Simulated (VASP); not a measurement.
CuSb:

```
Cu Sb
1.0
     0.00000    2.71154    2.71154
     2.71154    0.00000    2.71154
     2.71154    2.71154    0.00000
Cu Sb
1 1
Direct
  0.50000 0.50000 0.50000
  0.00000 0.00000 0.00000
```

Base run:

* Program: VASP 6.6.1
* Functional: PBE
* Potentials or basis: VASP PAW PBE potentials, release 64 (Cu, Sb)
* Cutoff: 520 eV
* k mesh: 6 × 6 × 6
* Occupations: gaussian, width 0.05 eV
* Spin: no spin polarisation

Its results: band gap on the k mesh zero (band 8 reaches 10.23 eV, above the bottom of band 9 at 5.63 eV); pressure 0.2 GPa.

Question: The run is repeated on the same cell with these changes: functional from PBE to r2SCAN; k mesh from 6 × 6 × 6 to 12 × 12 × 12. What comes out?

Answer: Band gap on the k mesh zero (band 8 reaches 10.18 eV, above the bottom of band 9 at 5.15 eV); pressure -1.7 GPa.

Several settings changed at once, so the effect can't be laid on one alone.

Caveats: spin-orbit coupling is left out, which moves the levels of the heavy elements; the PAW data sets were made with another functional, which shifts forces and pressure a little (some runs).
